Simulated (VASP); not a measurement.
# GaN (I-4m2) in VASP: notebook

The runs below take GaN through single point, with r2SCAN.

Everything below comes from runs of VASP 6.6.1. Logs are shortened: lines on timing, memory, paths and dates and some standing lists are left out, and cuts for length are marked.

### 1 The cell of the first run

Symmetry: I-4m2, No. 119, tetragonal system. The conventional cell has a = 3.196 Å, b = 3.196 Å, c = 4.474 Å, α = 90.00°, β = 90.00°, γ = 90.00°. Ga (site symmetry -4m2) has 4 N at 1.95 Å within 2.6 Å. Within 2.6 Å of N (site symmetry -4m2) lie 4 Ga at 1.95 Å.

### 2 Single point, r2SCAN (film at in-plane strain +0.005)

POSCAR reads:

```
GaN
1.0
    2.2601897605      2.2601897605      0.0000000000
   -2.2601897605      2.2601897605      0.0000000000
    0.0000000000      2.2601897605      2.2368121672
Ga N
1 1
Direct
    0.0000000000      0.0000000000      0.0000000000
    0.2500000000      0.7500000000      0.5000000000
```

INCAR.step1 reads:

```
ALGO = Normal
EDIFF = 1E-4
ENCUT = 520
GGA = PE
ISMEAR = 0
LASPH = True
LCHARG = False
LREAL = False
LWAVE = True
NBANDS = 16
NELM = 80
PREC = Accurate
SIGMA = 0.01
```

INCAR.step2 reads:

```
ALGO = Normal
EDIFF = 1E-6
ENCUT = 520
ISIF = 2
ISMEAR = 0
ISTART = 1
LASPH = True
LCHARG = True
LELF = True
LMIXTAU = True
LREAL = False
LVHAR = True
LWAVE = False
METAGGA = R2SCAN
NBANDS = 16
NELM = 80
PREC = Accurate
SIGMA = 0.01
```

KPOINTS reads:

```
k-points
0
Gamma
  10 10 10
```

Potentials or basis: VASP PAW PBE potentials, release 64 (Ga_d, N).

Command:

```
> cat potpaw_PBE.64/Ga_d/POTCAR potpaw_PBE.64/N/POTCAR > POTCAR
> cp INCAR.step1 INCAR
> mpirun -np 1 vasp_std > vasp.out
> cp INCAR.step2 INCAR
> mpirun -np 1 vasp_std > vasp.out
```

OUTCAR:

```text
EDIFF = 1E-6
   ENCUT = 520
   ISIF = 2
   ISMEAR = 0
   ISTART = 1
   LASPH = True
   LREAL = False
   METAGGA = R2SCAN
   NELM = 80
   PREC = Accurate

 ion  position               nearest neighbor table
   1  0.000  0.000  0.000-   2 1.95   2 1.95   2 1.95   2 1.95
   2  0.250  0.750  0.500-   1 1.95   1 1.95   1 1.95   1 1.95

  LATTYP: Found a body centered tetragonal cell.
 ALAT       =     3.1963910128
 C/A-ratio  =     1.3995860696

  Lattice vectors:

 A1 = (   2.2601897605,   0.0000000000,  -2.2368121672)
 A2 = (  -2.2601897605,   0.0000000000,  -2.2368121672)
 A3 = (   0.0000000000,   2.2601897605,   2.2368121672)

Analysis of symmetry for initial positions (statically):
=====================================================================
 Subroutine PRICEL returns:
 Original cell was already a primitive cell.

 Routine SETGRP: Setting up the symmetry group for a
 body centered tetragonal supercell.

 Subroutine GETGRP returns: Found  8 space group operations
 (whereof  8 operations were pure point group operations)
 out of a pool of 16 trial point group operations.

The static configuration has the point symmetry D_2d.

Analysis of symmetry for dynamics (positions and initial velocities):
=====================================================================
 Subroutine PRICEL returns:
 Original cell was already a primitive cell.

 Routine SETGRP: Setting up the symmetry group for a
 body centered tetragonal supercell.

 Subroutine GETGRP returns: Found  8 space group operations
 (whereof  8 operations were pure point group operations)
 out of a pool of 16 trial point group operations.

The dynamic configuration has the point symmetry D_2d.

 Subroutine INISYM returns: Found  8 space group operations
 (whereof  8 operations are pure point group operations),
 and found     1 'primitive' translations

----------------------------------------------------------------------------------------

                                     Primitive cell

  volume of cell :      22.8533

  direct lattice vectors                    reciprocal lattice vectors
[... 76 lines left out ...]
   NGXF,Y,Z  is equivalent  to a cutoff of  24.97, 24.97, 25.09 a.u.
 SYSTEM =  unknown system
   PREC   = accura    normal or accurate (medium, high low for compatibility)
   ISTART =      1    job   : 0-new  1-cont  2-samecut
   ICHARG =      0    charge: 1-file 2-atom 10-const
   ISPIN  =      1    spin polarized calculation?
   LNONCOLLINEAR =      F non collinear calculations
   LSORBIT =      F    spin-orbit coupling
   LASPH  =      T    aspherical Exc in radial PAW
   ENCUT  =  520.0 eV  38.22 Ry    6.18 a.u.   5.94  5.94  5.91*2*pi/ulx,y,z
   NELM   =     80;   NELMIN=  2; NELMDL=  0     # of ELM steps
   EDIFF  = 0.1E-05   stopping-criterion for ELM
   LREAL  =      F    real-space projection
   EDIFFG = 0.1E-04   stopping-criterion for IOM
   NSW    =      0    number of steps for IOM
   IBRION =     -1    ionic relax: 0-MD 1-quasi-New 2-CG
   NFREE  =      0    steps in history (QN), initial steepest desc. (CG)
   ISIF   =      2    stress and relaxation
   ISYM   =      2    0-nonsym 1-usesym 2-fastsym
   POTIM  = 0.5000    time-step for ionic-motion
   TEBEG  =    0.0;   TEEND  =   0.0 temperature during run
   PSTRESS=    0.0 pullay stress
   NELECT =      18.0000    total number of electrons
   NUPDOWN=      -1.0000    fix difference up-down
   EMIN   =  10.00;   EMAX   =-10.00  energy-range for DOS
   EFERMI =   0.00;   METHOD = LEGACY
   ISMEAR =     0;   SIGMA  =   0.01  broadening in eV -4-tet -1-fermi 0-gaus
   EFERMI_NEDOS =   21; number of points for ismear=-14 and -15
   IALGO  =     38    algorithm
   IMIX   =      4    mixing-type and parameters
     AMIX     =   0.40;   BMIX     =  1.00
     AMIX_MAG =   1.60;   BMIX_MAG =  1.00
  volume/ion in A,a.u.               =      11.43        77.11
  Fermi-wavevector in a.u.,A,eV,Ry     =   1.511875  2.857030 31.099736  2.285766
  Thomas-Fermi vector in A             =   2.621874
   LORBIT       =      0    0 simple, 1 ext, 2 COOP (PROOUT), +10 PAW based schemes
   METAGGA = R2SCAN    functional components
   LHFCALC =     F    Hartree Fock is set to
   AEXX    =    0.0000 exact exchange contribution
   IVDW    =     0    specifies the selected vdW correction
   LEPSILON=     F    determine dielectric tensor
   LRPA    =     F    only Hartree local field effects (RPA)
 non-spin polarized calculation
 Gauss-broadening in eV      SIGMA  =   0.01
  energy-cutoff  :      520.00
  volume of cell :       22.85
 maximum number of plane-waves:       636
   NGX = 11   NGY = 11   NGZ = 11

 number of electron      18.0000005 magnetization

 Free energy of the ion-electron system (eV)
  ---------------------------------------------------
  ext. energy  EPLUGINS =         0.00000000
  ---------------------------------------------------
  free energy    TOTEN  =       -21.89619949 eV

  energy without entropy =      -21.89619949  energy(sigma->0) =      -21.89619949

 E-fermi :   5.2371     XC(G=0): -12.6438

 val. band max:        5.0644150862   @ k =   0.0000   0.0000   0.0000
 cond. band min:       7.1618742531   @ k =   0.0000   0.0000   0.0000
 fundamental gap:      2.0974591668
 Fermi energy:         5.2371104653

 k-point     1 :       0.0000    0.0000    0.0000
  band No.  band energies     occupation
      1     -11.7105      2.00000
      2      -8.8026      2.00000
      3      -8.8026      2.00000
      4      -8.7917      2.00000
      5      -8.4471      2.00000
      6      -8.4467      2.00000
[... 433 lines left out ...]
      3      -8.5601      2.00000
      4      -8.5029      2.00000
      5      -8.4155      2.00000
      6      -6.8570      2.00000
[... 8 lines left out ...]
     15      25.7530      0.00000
     16      28.8122      0.00000

 [... further k-points ...]
[... 5 lines left out ...]
  --------------------------------------------------------------------------------------
  -------------------------------------------------------------------------------------
  Total       -0.0377627     -0.0377627      0.1530342      0.0000000      0.0000000     -0.0000000
  in kB       -2.6474263     -2.6474263     10.7287652      0.0000000      0.0000000     -0.0000000
  external PRESSURE =       1.8113042 kB  Pullay stress =       0.0000000 kB

 VOLUME and BASIS-vectors are now :
 -----------------------------------------------------------------------------
  energy-cutoff  :      520.00
  volume of cell :       22.85
      direct lattice vectors                 reciprocal lattice vectors
     2.260189760  2.260189760  0.000000000     0.221220363  0.221220363 -0.223532404
    -2.260189760  2.260189760  0.000000000    -0.221220363  0.221220363 -0.223532404
     0.000000000  2.260189760  2.236812167     0.000000000  0.000000000  0.447064807

 POSITION                                       TOTAL-FORCE (eV/Angst)
 -----------------------------------------------------------------------------------
      0.00000      0.00000      0.00000        -0.000000      0.000000      0.000000
     -1.13009      3.39028      1.11841         0.000000     -0.000000      0.000000
 -----------------------------------------------------------------------------------
    total drift:                                0.000036      0.000000     -0.000000

  FREE ENERGIE OF THE ION-ELECTRON SYSTEM (eV)
  ---------------------------------------------------
  free  energy   TOTEN  =       -21.8961994931 eV

  energy  without entropy=      -21.8961994931  energy(sigma->0) =      -21.89619949
```

OUTCAR.step1:

```text
EDIFF = 1E-4
   ENCUT = 520
   GGA = PE
   ISMEAR = 0
   LASPH = True
[... 677 lines left out ...]
 -----------------------------------------------------------------------------------
      0.00000      0.00000      0.00000        -0.000000     -0.000000      0.000000
     -1.13009      3.39028      1.11841         0.000000      0.000000      0.000000
 -----------------------------------------------------------------------------------
    total drift:                                0.000003      0.000000     -0.000000

  FREE ENERGIE OF THE ION-ELECTRON SYSTEM (eV)
  ---------------------------------------------------
  free  energy   TOTEN  =       -12.1414425069 eV

  energy  without entropy=      -12.1414425069  energy(sigma->0) =      -12.14144251
```

It took 79 s on 1 thread of Intel Xeon 6975P-C, shared host; peak memory 0.17 GiB.

What came out:

```
Free energy            : -21.8962 eV
Pressure               : 0.2 GPa
Band gap on the k mesh : 2.10 eV, direct
```

Caveat: the cell differs from its parent crystal (film at in-plane strain +0.005); the PAW data sets were made with another functional, which shifts forces and pressure a little.

### 3 Single point, r2SCAN (in-plane strain +0.01, then relaxed in part)

POSCAR reads:

```
GaN
1.0
    2.2714344857      2.2714344857      0.0000000000
   -2.2714344857      2.2714344857      0.0000000000
    0.0000000000      2.2714344857      2.2245049940
Ga N
1 1
Direct
    0.0000000000      0.0000000000      0.0000000000
    0.2500000000      0.7500000000      0.5000000000
```

INCAR.step1, as its differences from that of step 2:

```diff
@@ -10,3 +10,3 @@
 NBANDS = 16
-NELM = 80
+NELM = 60
 PREC = Accurate
```

INCAR.step2 reads:

```
ALGO = Normal
EDIFF = 1E-7
ENCUT = 520
ISIF = 2
ISMEAR = 0
ISTART = 1
LASPH = True
LCHARG = False
LMIXTAU = True
LREAL = False
LWAVE = False
METAGGA = R2SCAN
NBANDS = 16
NELM = 60
PREC = Accurate
SIGMA = 0.01
```

KPOINTS is that of step 2.

Potentials or basis: VASP PAW PBE potentials, release 64 (Ga_d, N).

Command:

```
> cat potpaw_PBE.64/Ga_d/POTCAR potpaw_PBE.64/N/POTCAR > POTCAR
> cp INCAR.step1 INCAR
> mpirun -np 1 vasp_std > vasp.out
> cp INCAR.step2 INCAR
> mpirun -np 1 vasp_std > vasp.out
```

Run time: 99 s. Hardware: 1 thread of Intel Xeon 6975P-C, shared host; peak memory 0.17 GiB.

It converged, with:

- Free energy: -21.8942 eV
- Pressure: -0.7 GPa
- Band gap on the k mesh: 2.04 eV, direct

Stress tensor (GPa, compression positive):
```
-1.55  0.00  0.00
 0.00 -1.55  0.00
 0.00  0.00  1.06
```

Levels at points of the mesh, in eV from the valence-band top:
```tsv
k point	band 5	band 6	band 7	band 8	band 9	band 10	band 11	band 12	band 13	band 14
(0.00, 0.00, 0.00)	-13.54	-13.54	-0.09	-0.09	0.00	2.04	10.88	10.95	10.95	18.45
(0.50, 0.00, 0.00)	-13.49	-12.42	-7.20	-1.13	-0.98	5.07	9.37	10.76	11.10	16.40
(0.50, 0.50, 0.00)	-13.47	-12.07	-6.34	-2.79	-2.77	3.75	7.28	12.39	14.63	15.14
(0.00, 0.00, 0.50)	-13.46	-11.97	-6.11	-2.94	-2.94	3.62	6.93	12.70	14.77	14.77
```

Caveat: the cell differs from its parent crystal (in-plane strain +0.01, then relaxed in part); the PAW data sets were made with another functional, which shifts forces and pressure a little.
